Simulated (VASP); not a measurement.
# RbIr3 (P6_3/mmc) in VASP: further runs, part 3 of 3

VASP 6.6.1. Earlier steps stand in the parts before.

**5. Single point, PBE**

This run uses another cell than the first one, of 29.58 Å³/atom.

Contents of INCAR:

```
SYSTEM = RbIr3
PREC     = Accurate       ! precision mode
ENCUT    = 520            ! plane-wave cutoff, eV
EDIFF    = 1E-7           ! SCF threshold, eV
ISMEAR   = 0              ! smearing method
SIGMA    = 0.1            ! smearing width, eV
LREAL    = .False.        ! projectors in reciprocal space
LASPH    = .True.         ! aspherical terms in the spheres
NELM     = 80             ! most SCF steps
ALGO     = Fast           ! electronic algorithm
ISIF     = 2              ! what is computed and relaxed
LWAVE    = .False.        ! write WAVECAR
LCHARG   = .False.        ! write CHGCAR
GGA      = PE             ! functional
NBANDS   = 46             ! bands
```

Contents of KPOINTS:

```
regular mesh
0
Gamma
  6 6 8
  0 0 0
```

Contents of POSCAR:

```
RbIr3
1.0
    7.8079411123      0.0000000000      0.0000000000
   -3.9039705562      6.7618753545      0.0000000000
    0.0000000000      0.0000000000      4.4825994870
Rb Ir
2 6
Direct
    0.3333333333      0.6666666667      0.2500000000
    0.6666666667      0.3333333333      0.7500000000
    0.8932604272      0.7865208545      0.2500000000
    0.1067395728      0.8932604272      0.7500000000
    0.2134791455      0.1067395728      0.2500000000
    0.1067395728      0.2134791455      0.7500000000
    0.8932604272      0.1067395728      0.2500000000
    0.7865208545      0.8932604272      0.7500000000
```

Potentials or basis: VASP PAW PBE potentials, release 64 (Rb_sv, Ir).

On the command line:

```bash
> cat potpaw_PBE.64/Rb_sv/POTCAR potpaw_PBE.64/Ir/POTCAR > POTCAR
> mpirun -np 1 vasp_std > vasp.out
```

OUTCAR:

```text
SYSTEM = RbIr3
   PREC = Accurate
   ENCUT = 520
   EDIFF = 1E-7
   ISMEAR = 0
   LREAL = .False.
   LASPH = .True.
   NELM = 80
   ISIF = 2
   GGA = PE

 ion  position               nearest neighbor table
   1  0.333  0.667  0.250-   4 3.80   4 3.80   8 3.80   8 3.80   6 3.80   6 3.80   7 3.99   7 3.99
                             3 3.99   3 3.99   5 3.99   5 3.99   2 5.03   2 5.03   2 5.03   2 5.03
   2  0.667  0.333  0.750-   7 3.80   7 3.80   5 3.80   5 3.80   3 3.80   3 3.80   4 3.99   4 3.99
                             6 3.99   6 3.99   8 3.99   8 3.99   1 5.03   1 5.03   1 5.03   1 5.03
   3  0.893  0.787  0.250-   5 2.50   7 2.50   8 2.67   8 2.67   4 2.67   4 2.67   2 3.80   2 3.80
                             1 3.99   1 3.99
[... 1404 lines left out ...]
  external PRESSURE =       2.5500349 kB  Pullay stress =       0.0000000 kB

 VOLUME and BASIS-vectors are now :
 -----------------------------------------------------------------------------
  energy-cutoff  :      520.00
  volume of cell :      236.66
      direct lattice vectors                 reciprocal lattice vectors
     7.807941112  0.000000000  0.000000000     0.128074736  0.073943984  0.000000000
    -3.903970556  6.761875354  0.000000000     0.000000000  0.147887967  0.000000000
     0.000000000  0.000000000  4.482599487     0.000000000  0.000000000  0.223084842

 POSITION                                       TOTAL-FORCE (eV/Angst)
 -----------------------------------------------------------------------------------
     -0.00000      4.50792      1.12065        -0.000000      0.000000     -0.000000
      3.90397      2.25396      3.36195        -0.000000      0.000000     -0.000000
      3.90397      5.31836      1.12065         0.000000     -0.089498      0.000000
     -2.65385      6.04012      3.36195         0.077507     -0.044749      0.000000
      1.25012      0.72176      1.12065         0.077507      0.044749      0.000000
      0.00000      1.44352      3.36195        -0.000000      0.089498     -0.000000
      6.55782      0.72176      1.12065        -0.077507      0.044749      0.000000
      2.65385      6.04012      3.36195        -0.077507     -0.044749     -0.000000
 -----------------------------------------------------------------------------------
    total drift:                                0.000000     -0.000000      0.000000

  FREE ENERGIE OF THE ION-ELECTRON SYSTEM (eV)
  ---------------------------------------------------
  free  energy   TOTEN  =       -45.9439965909 eV

  energy  without entropy=      -45.8912777732  energy(sigma->0) =      -45.91763718
```

stdout:

```text
POSCAR found type information on POSCAR RbIr
[... 44 lines left out ...]
 num prob  num prob  num prob  num prob  num prob  num prob  num prob  num prob  num prob  num prob  num prob  num prob WARNING in EDDRMM: call to ZHEGV failed, returncode =   8  4     23
 num prob  num prob  num prob  num prob  num prob  num prob  num prob  num prob  num prob  num prob  num prob  num prob  num prob  num prob  num prob  num prob  num prob  num prob  num prob  num prob  num prob  num prob  num prob  num prob  num prob  num prob  num prob  num prob  num prob  num prob  num prob  num prob  num prob  num prob  num prob  num prob  num prob  num prob  num prob  num prob  num prob  num prob  num prob  num prob  num prob  num prob  num prob  num prob  num prob  num prob  num prob  num prob  num prob  num
```

It took 6.3 min on 1 thread of Intel Xeon 6975P-C (Granite Rapids), shared host; peak memory 0.54 GiB.

What came out:

```
Free energy            : -45.9440 eV
Pressure               : 0.3 GPa
Largest force          : 0.089 eV/Å
Band gap on the k mesh : zero (bands 36 and 37 overlap by 0.56 eV)
```

Forces in eV/Å, atoms in the order of the input:
```
Rb   0.000  0.000  0.000
Rb   0.000  0.000  0.000
Ir   0.000 -0.089  0.000
Ir   0.078 -0.045  0.000
Ir   0.078  0.045  0.000
Ir   0.000  0.089  0.000
Ir  -0.078  0.045  0.000
Ir  -0.078 -0.045  0.000
```

Caveat: spin-orbit coupling is left out, which moves the levels of the heavy elements.

**6. The runs side by side**

| task | cell | k mesh | cutoff (eV) | gap on the mesh (eV) | pressure (GPa) | largest force (eV/Å) |
| --- | --- | --- | --- | --- | --- | --- |
| single point | a = 6.190, b = 6.190, c = 4.969 Å, angles 90.0, 90.0, 120.0°, 8 atoms, atomic positions A | 3 × 3 × 4 | 520 | none | -12.5 | 1.12 |
| single point | a = 7.809, b = 7.809, c = 4.448 Å, angles 90.0, 90.0, 120.0°, 8 atoms, atomic positions B | 3 × 3 × 4 | 520 | none | 0.2 | 0.07 |
| relaxation of cell and atoms | relaxed from a = 6.190, b = 6.190, c = 4.969 Å, angles 90.0, 90.0, 120.0°, 8 atoms, atomic positions A | 3 × 3 × 4 | 600 | none | 0.0 | 0.01 |
| single point | a = 7.808, b = 7.808, c = 4.483 Å, angles 90.0, 90.0, 120.0°, 8 atoms, atomic positions B | 6 × 6 × 8 | 520 | none | 0.3 | 0.09 |

Alike in all rows: level PBE; potentials or basis VASP PAW PBE potentials, release 64 (Rb_sv, Ir); no spin polarisation; smearing gaussian 0.1 eV.

Caveats: some runs use coarse meshes; spin-orbit coupling is left out, which moves the levels of the heavy elements; forces of over 1 eV/Å act on the atoms, so gaps and moduli don't describe the material at rest (at least some runs); the volume moved by over 15 % at a fixed basis, so the end points are rough (at least some runs).

Absolute energies hang on the potentials; compare differences alone.
